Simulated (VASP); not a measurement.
# WS2 (P6_3/mmc) in VASP: settings compared

WS2 is run at these levels: LDA, PBE, r2SCAN; tasks: single point.

All numbers are computed with VASP 6.6.1; they aren't measurements. Logs are shortened: lines on timing, memory, paths and dates and some standing lists are left out, and cuts for length are marked.

### Step 1. The cell of the first run

The structure is hexagonal, space group P6_3/mmc (No. 194). Conventional cell: a = 3.170 Å, b = 3.170 Å, c = 12.491 Å, α = 90.00°, β = 90.00°, γ = 120.00°. W (site symmetry -6m2) has 6 S at 2.41 Å and 6 W at 3.17 Å within 3.2 Å. Within 3.2 Å of S (site symmetry 3m) lie 3 W at 2.41 Å and 7 S at 3.13 to 3.17 Å.

### Step 2. Single point, LDA

Contents of INCAR:

```
SYSTEM = WS2
  ALGO = Normal
  EDIFF = 1E-7
  ENCUT = 520
  GGA = CA
  ISIF = 2
  ISMEAR = 0
  LASPH = .True.
  LCHARG = .False.
  LREAL = .False.
  LWAVE = .False.
  NBANDS = 35
  NELM = 80
  PREC = Accurate
  SIGMA = 0.01
```

Contents of KPOINTS:

```
k-points
0
Gamma
  6 6 2
  0 0 0
```

Contents of POSCAR:

```
WS2
1.0
    3.1699463355      0.0000000000      0.0000000000
   -1.5849731677      2.7452540551      0.0000000000
    0.0000000000      0.0000000000     12.4910704279
W S
2 4
Direct
    0.3333333333      0.6666666667      0.2500000000
    0.6666666667      0.3333333333      0.7500000000
    0.6666666667      0.3333333333      0.3751079148
    0.6666666667      0.3333333333      0.1248920852
    0.3333333333      0.6666666667      0.8751079148
    0.3333333333      0.6666666667      0.6248920852
```

Potentials or basis: VASP PAW LDA potentials, release 64 (W_sv, S).

Run with:

```sh
$ cat potpaw_LDA.64/W_sv/POTCAR potpaw_LDA.64/S/POTCAR > POTCAR
$ mpirun -np 1 vasp_std > vasp.out
```

OUTCAR:

```text
SYSTEM = WS2
   EDIFF = 1E-7
   ENCUT = 520
   GGA = CA
   ISIF = 2
   ISMEAR = 0
   LASPH = .True.
   LREAL = .False.
   NELM = 80
   PREC = Accurate

 ion  position               nearest neighbor table
   1  0.333  0.667  0.250-   3 2.41   4 2.41   3 2.41   4 2.41   3 2.41   4 2.41
   2  0.667  0.333  0.750-   5 2.41   6 2.41   5 2.41   6 2.41   5 2.41   6 2.41
   3  0.667  0.333  0.375-   1 2.41   1 2.41   1 2.41
   4  0.667  0.333  0.125-   1 2.41   1 2.41   1 2.41
   5  0.333  0.667  0.875-   2 2.41   2 2.41   2 2.41
   6  0.333  0.667  0.625-   2 2.41   2 2.41   2 2.41

  LATTYP: Found a hexagonal cell.
 ALAT       =     3.1699463355
 C/A-ratio  =     3.9404674735

  Lattice vectors:

 A1 = (   3.1699463355,   0.0000000000,   0.0000000000)
 A2 = (  -1.5849731677,   2.7452540551,   0.0000000000)
 A3 = (   0.0000000000,   0.0000000000,  12.4910704279)

Analysis of symmetry for initial positions (statically):
=====================================================================
 Subroutine PRICEL returns:
 Original cell was already a primitive cell.

 Routine SETGRP: Setting up the symmetry group for a
 hexagonal supercell.

 Subroutine GETGRP returns: Found 24 space group operations
 (whereof 12 operations were pure point group operations)
 out of a pool of 24 trial point group operations.

The static configuration has the point symmetry D_3d.
 The point group associated with its full space group is D_6h.

Analysis of symmetry for dynamics (positions and initial velocities):
=====================================================================
 Subroutine PRICEL returns:
 Original cell was already a primitive cell.

 Routine SETGRP: Setting up the symmetry group for a
 hexagonal supercell.

 Subroutine GETGRP returns: Found 24 space group operations
 (whereof 12 operations were pure point group operations)
 out of a pool of 24 trial point group operations.

The dynamic configuration has the point symmetry D_3d.
 The point group associated with its full space group is D_6h.

 Subroutine INISYM returns: Found 24 space group operations
 (whereof 12 operations are pure point group operations),
 and found     1 'primitive' translations

----------------------------------------------------------------------------------------

                                     Primitive cell

  volume of cell :     108.7011

  direct lattice vectors                    reciprocal lattice vectors
     3.169946336  0.000000000  0.000000000     0.315462754  0.182132506  0.000000000
    -1.584973168  2.745254055  0.000000000     0.000000000  0.364265012  0.000000000
     0.000000000  0.000000000 12.491070428     0.000000000  0.000000000  0.080057190

  length of vectors
     3.169946336  3.169946335 12.491070428     0.364265012  0.364265012  0.080057190

  position of ions in fractional coordinates (direct lattice)
     0.333333333  0.666666667  0.250000000
     0.666666667  0.333333333  0.750000000
     0.666666667  0.333333333  0.375107915
     0.666666667  0.333333333  0.124892085
     0.333333333  0.666666667  0.875107915
     0.333333333  0.666666667  0.624892085

  ion indices of the primitive-cell ions
   primitive index   ion index
                 1           1
                 2           2
                 3           3
                 4           4
                 5           5
                 6           6

----------------------------------------------------------------------------------------

 KPOINTS: k-points

Automatic generation of k-mesh.
 Grid dimensions read from file:
 generate k-points for:    6    6    2

 Generating k-lattice:

  Cartesian coordinates                     Fractional coordinates (reciprocal lattice)
     0.052577126  0.030355418  0.000000000     0.166666667  0.000000000  0.000000000
     0.000000000  0.060710835  0.000000000     0.000000000  0.166666667  0.000000000
     0.000000000  0.000000000  0.040028595     0.000000000  0.000000000  0.500000000

  Length of vectors
     0.060710835  0.060710835  0.040028595

  Shift w.r.t. Gamma in fractional coordinates (k-lattice)
     0.000000000  0.000000000  0.000000000

 Subroutine IBZKPT returns following result:
 ===========================================

 Found     14 irreducible k-points:

 Following reciprocal coordinates:
            Coordinates               Weight
  0.000000  0.000000  0.000000      1.000000
  0.166667  0.000000  0.000000      6.000000
  0.333333 -0.000000  0.000000      6.000000
  0.500000 -0.000000  0.000000      3.000000
  0.166667  0.166667  0.000000      6.000000
  0.333333  0.166667  0.000000     12.000000
  0.333333  0.333333  0.000000      2.000000
  0.000000  0.000000  0.500000      1.000000
  0.166667  0.000000  0.500000      6.000000
  0.333333 -0.000000  0.500000      6.000000
  0.500000 -0.000000  0.500000      3.000000
  0.166667  0.166667  0.500000      6.000000
  0.333333  0.166667  0.500000     12.000000
  0.333333  0.333333  0.500000      2.000000
   k-points           NKPTS =     14   k-points in BZ     NKDIM =     14   number of bands    NBANDS=     35
   number of dos      NEDOS =    301   number of ions     NIONS =      6
   total plane-waves  NPLWV =  55296
   dimension x,y,z NGX =    24 NGY =   24 NGZ =   96
   dimension x,y,z NGXF=    48 NGYF=   48 NGZF=  192
   ions per type =               2   4
   NGX,Y,Z   is equivalent  to a cutoff of  12.59, 12.59, 12.78 a.u.
   NGXF,Y,Z  is equivalent  to a cutoff of  25.17, 25.17, 25.55 a.u.
 SYSTEM =  WS2
   PREC   = accura    normal or accurate (medium, high low for compatibility)
   ISTART =      0    job   : 0-new  1-cont  2-samecut
   ICHARG =      2    charge: 1-file 2-atom 10-const
   ISPIN  =      1    spin polarized calculation?
   LNONCOLLINEAR =      F non collinear calculations
   LSORBIT =      F    spin-orbit coupling
   LASPH  =      T    aspherical Exc in radial PAW
   ENCUT  =  520.0 eV  38.22 Ry    6.18 a.u.   5.89  5.89 23.23*2*pi/ulx,y,z
   NELM   =     80;   NELMIN=  2; NELMDL= -5     # of ELM steps
   EDIFF  = 0.1E-06   stopping-criterion for ELM
   LREAL  =      F    real-space projection
   EDIFFG = 0.1E-05   stopping-criterion for IOM
   NSW    =      0    number of steps for IOM
   IBRION =     -1    ionic relax: 0-MD 1-quasi-New 2-CG
   NFREE  =      0    steps in history (QN), initial steepest desc. (CG)
   ISIF   =      2    stress and relaxation
   ISYM   =      2    0-nonsym 1-usesym 2-fastsym
   POTIM  = 0.5000    time-step for ionic-motion
   TEBEG  =    0.0;   TEEND  =   0.0 temperature during run
   PSTRESS=    0.0 pullay stress
   NELECT =      52.0000    total number of electrons
   NUPDOWN=      -1.0000    fix difference up-down
   EMIN   =  10.00;   EMAX   =-10.00  energy-range for DOS
   EFERMI =   0.00;   METHOD = LEGACY
   ISMEAR =     0;   SIGMA  =   0.01  broadening in eV -4-tet -1-fermi 0-gaus
   EFERMI_NEDOS =   21; number of points for ismear=-14 and -15
   IALGO  =     38    algorithm
   IMIX   =      4    mixing-type and parameters
     AMIX     =   0.40;   BMIX     =  1.00
     AMIX_MAG =   1.60;   BMIX_MAG =  1.00
  volume/ion in A,a.u.               =      18.12       122.26
  Fermi-wavevector in a.u.,A,eV,Ry     =   1.280357  2.419525 22.304238  1.639315
  Thomas-Fermi vector in A             =   2.412790
   LORBIT       =      0    0 simple, 1 ext, 2 COOP (PROOUT), +10 PAW based schemes
   GGA     = CA    functional components
   LHFCALC =     F    Hartree Fock is set to
   AEXX    =    0.0000 exact exchange contribution
   IVDW    =     0    specifies the selected vdW correction
   LEPSILON=     F    determine dielectric tensor
   LRPA    =     F    only Hartree local field effects (RPA)
 non-spin polarized calculation
 Gauss-broadening in eV      SIGMA  =   0.01
  energy-cutoff  :      520.00
  volume of cell :      108.70
 maximum number of plane-waves:      2947
 NGX is ok and might be reduce to    24
   NGX = 11   NGY = 11   NGZ = 47

 number of electron      52.0000003 magnetization

 Free energy of the ion-electron system (eV)
  ---------------------------------------------------
  ext. energy  EPLUGINS =         0.00000000
  ---------------------------------------------------
  free energy    TOTEN  =       -52.47095848 eV

  energy without entropy =      -52.47095848  energy(sigma->0) =      -52.47095848

 E-fermi :   7.1323     XC(G=0): -11.1107

 val. band max:        7.0393208939   @ k =   0.0000   0.0000   0.0000
 cond. band min:       8.0203460349   @ k =   0.1667   0.1667   0.0000
 fundamental gap:      0.9810251410
 Fermi energy:         7.1322597722

 k-point     1 :       0.0000    0.0000    0.0000
  band No.  band energies     occupation
      1     -67.1222      2.00000
      2     -67.1222      2.00000
      3     -31.6446      2.00000
      4     -31.6446      2.00000
      5     -31.4670      2.00000
      6     -31.4670      2.00000
[... 27 lines left out ...]
     34       9.5818      0.00000
     35      11.6564      0.00000

 k-point     2 :       0.1667    0.0000    0.0000
  band No.  band energies     occupation
      1     -67.1176      2.00000
      2     -67.1176      2.00000
      3     -31.6282      2.00000
      4     -31.6282      2.00000
      5     -31.5577      2.00000
      6     -31.5577      2.00000
[... 27 lines left out ...]
     34      10.0872      0.00000
     35      13.2691      0.00000

 k-point     3 :       0.3333   -0.0000    0.0000
  band No.  band energies     occupation
      1     -67.1085      2.00000
      2     -67.1085      2.00000
      3     -31.7349      2.00000
      4     -31.7349      2.00000
      5     -31.5952      2.00000
      6     -31.5952      2.00000
[... 27 lines left out ...]
     34      11.0762      0.00000
     35      12.7690      0.00000
[... 343 lines left out ...]
 k-point    13 :       0.3333    0.1667    0.5000
  band No.  band energies     occupation
      1     -67.1038      2.00000
      2     -67.1038      2.00000
      3     -31.7774      2.00000
      4     -31.7774      2.00000
      5     -31.5968      2.00000
      6     -31.5968      2.00000
[... 27 lines left out ...]
     34      11.2478      0.00000
     35      12.8162      0.00000

 k-point    14 :       0.3333    0.3333    0.5000
  band No.  band energies     occupation
      1     -67.1015      2.00000
      2     -67.1015      2.00000
      3     -31.7326      2.00000
      4     -31.7326      2.00000
      5     -31.6971      2.00000
      6     -31.6971      2.00000
[... 27 lines left out ...]
     34      11.7958      0.00000
     35      13.4262      0.00000

------------------------ aborting loop because EDIFF is reached ----------------------------------------

  FORCE on cell =-STRESS in cart. coord.  units (eV):
  Direction    XX          YY          ZZ          XY          YZ          ZX
  --------------------------------------------------------------------------------------
  -------------------------------------------------------------------------------------
  Total       -3.2774697     -3.2774697     -2.3021056     -0.0000000      0.0000000     -0.0000000
  in kB      -48.3075658    -48.3075657    -33.9313944     -0.0000000      0.0000000     -0.0000000
  external PRESSURE =     -43.5155086 kB  Pullay stress =       0.0000000 kB

 VOLUME and BASIS-vectors are now :
 -----------------------------------------------------------------------------
  energy-cutoff  :      520.00
  volume of cell :      108.70
      direct lattice vectors                 reciprocal lattice vectors
     3.169946336  0.000000000  0.000000000     0.315462754  0.182132506  0.000000000
    -1.584973168  2.745254055  0.000000000     0.000000000  0.364265012  0.000000000
     0.000000000  0.000000000 12.491070428     0.000000000  0.000000000  0.080057190

 POSITION                                       TOTAL-FORCE (eV/Angst)
 -----------------------------------------------------------------------------------
     -0.00000      1.83017      3.12277         0.000000     -0.000000      0.000000
      1.58497      0.91508      9.36830        -0.000000      0.000000      0.000000
      1.58497      0.91508      4.68550        -0.000000      0.000000     -0.243179
      1.58497      0.91508      1.56004        -0.000000     -0.000000      0.243179
     -0.00000      1.83017     10.93103         0.000000     -0.000000     -0.243179
     -0.00000      1.83017      7.80557        -0.000000     -0.000000      0.243179
 -----------------------------------------------------------------------------------
    total drift:                               -0.000000      0.000000     -0.000000

  FREE ENERGIE OF THE ION-ELECTRON SYSTEM (eV)
  ---------------------------------------------------
  free  energy   TOTEN  =       -52.4709584759 eV

  energy  without entropy=      -52.4709584759  energy(sigma->0) =      -52.47095848
```

Run time: 44 s. Hardware: 1 thread of Intel Xeon Platinum 8375C at 2.90GHz (Ice Lake), shared host; peak memory 0.2 GiB.

What came out:

- Free energy: -52.4710 eV
- Pressure: -4.4 GPa
- Largest force: 0.243 eV/Å
- Band gap on the k mesh: 0.98 eV, indirect (least direct gap 1.76 eV)

Forces on the atoms (eV/Å):
```
W    0.000  0.000  0.000
W    0.000  0.000  0.000
S    0.000  0.000 -0.243
S    0.000  0.000  0.243
S    0.000  0.000 -0.243
S    0.000  0.000  0.243
```

Stress tensor (GPa, compression positive):
```
-4.83  0.00  0.00
 0.00 -4.83  0.00
 0.00  0.00 -3.39
```

Caveat: spin-orbit coupling is left out, which moves the levels of the heavy elements.

### Step 3. Single point, PBE

Contents of INCAR:

```
PREC = Accurate
ENCUT = 520
EDIFF = 1E-7
ISMEAR = 0
SIGMA = 0.01
LREAL = False
LASPH = True
NELM = 60
ALGO = Normal
ISIF = 2
LWAVE = False
LCHARG = False
GGA = PE
NBANDS = 35
```

Contents of KPOINTS:

```
regular mesh
0
Gamma
  6 6 2
```

POSCAR is that of step 2.

Potentials or basis: VASP PAW PBE potentials, release 64 (W_sv, S).

Run with:

```sh
$ cat potpaw_PBE.64/W_sv/POTCAR potpaw_PBE.64/S/POTCAR > POTCAR
$ mpirun -np 1 vasp_std > vasp.out
```

Run time: 51 s. Hardware: 1 thread of Intel Xeon Platinum 8375C at 2.90GHz (Ice Lake), shared host; peak memory 0.23 GiB.

The run converged. Its results:

* Free energy: -47.2663 eV
* Pressure: 3.2 GPa
* Largest force: 0.203 eV/Å
* Band gap on the k mesh: 1.06 eV, indirect (least direct gap 1.77 eV)

Forces in eV/Å, atoms in the order of the input:
```
W    0.000  0.000  0.000
W    0.000  0.000  0.000
S    0.000  0.000  0.203
S    0.000  0.000 -0.203
S    0.000  0.000  0.203
S    0.000  0.000 -0.203
```

Stress tensor (GPa, compression positive):
```
2.79 0.00 0.00
0.00 2.79 0.00
0.00 0.00 4.17
```

Levels at points of the mesh, in eV from the valence-band top:
```tsv
k point	band 22	band 23	band 24	band 25	band 26	band 27	band 28	band 29	band 30	band 31
(0.00, 0.00, 0.00)	-2.23	-2.23	-1.58	-1.10	0.00	2.29	2.29	2.30	2.30	2.39
(0.50, 0.00, 0.00)	-2.71	-1.98	-1.82	-1.66	-1.50	2.27	2.31	2.61	2.85	3.17
(0.00, 0.00, 0.50)	-2.25	-2.25	-2.25	-0.31	-0.31	2.29	2.29	2.29	2.29	2.47
(0.50, 0.00, 0.50)	-2.82	-1.90	-1.90	-1.57	-1.57	2.29	2.29	2.75	2.75	3.45
```

Caveat: spin-orbit coupling is left out, which moves the levels of the heavy elements; this functional lacks dispersion, which binds the layers, so the pressure and a relaxed spacing across them are unreliable. A k mesh can miss the band edges.

### Step 4. Single point, PBE

Contents of INCAR:

```
ALGO = Normal ; EDIFF = 1E-6
ENCUT = 520 ; GGA = PE
ISIF = 2 ; ISMEAR = 0
LASPH = True ; LCHARG = False
LREAL = False ; LWAVE = False
NBANDS = 35 ; NELM = 100
PREC = Accurate ; SIGMA = 0.01
```

Contents of KPOINTS:

```
k-points
0
Gamma
  9 9 2
```

POSCAR is that of step 3.

Run with:

```sh
$ cat potpaw_PBE.64/W_sv/POTCAR potpaw_PBE.64/S/POTCAR > POTCAR
$ mpirun -np 1 vasp_std > vasp.out
```

It took 71 s on 1 thread of Intel Xeon Platinum 8375C at 2.90GHz (Ice Lake), shared host; peak memory 0.26 GiB.

Results (log left out):

```
Free energy            : -47.2698 eV
Pressure               : 3.3 GPa
Largest force          : 0.199 eV/Å
Band gap on the k mesh : 1.16 eV, indirect (least direct gap 1.78 eV)
```

Forces on the atoms (eV/Å):
```
W    0.000  0.000  0.000
W    0.000  0.000  0.000
S    0.000  0.000  0.199
S    0.000  0.000 -0.199
S    0.000  0.000  0.199
S    0.000  0.000 -0.199
```

Stress tensor (GPa, compression positive):
```
2.79 0.00 0.00
0.00 2.79 0.00
0.00 0.00 4.17
```

Levels at points of the mesh, in eV from the valence-band top:
| k point | band 22 | band 23 | band 24 | band 25 | band 26 | band 27 | band 28 | band 29 | band 30 | band 31 |
| --- | --- | --- | --- | --- | --- | --- | --- | --- | --- | --- |
| (0.00, 0.00, 0.00) | -2.23 | -2.23 | -1.58 | -1.11 | 0.00 | 2.29 | 2.29 | 2.30 | 2.30 | 2.39 |
| (0.00, 0.00, 0.50) | -2.25 | -2.25 | -2.25 | -0.31 | -0.31 | 2.29 | 2.29 | 2.29 | 2.29 | 2.47 |

Caveat: spin-orbit coupling is left out, which moves the levels of the heavy elements; this functional lacks dispersion, which binds the layers, so the pressure and a relaxed spacing across them are unreliable.

(Part 1 of 2 ends here.)
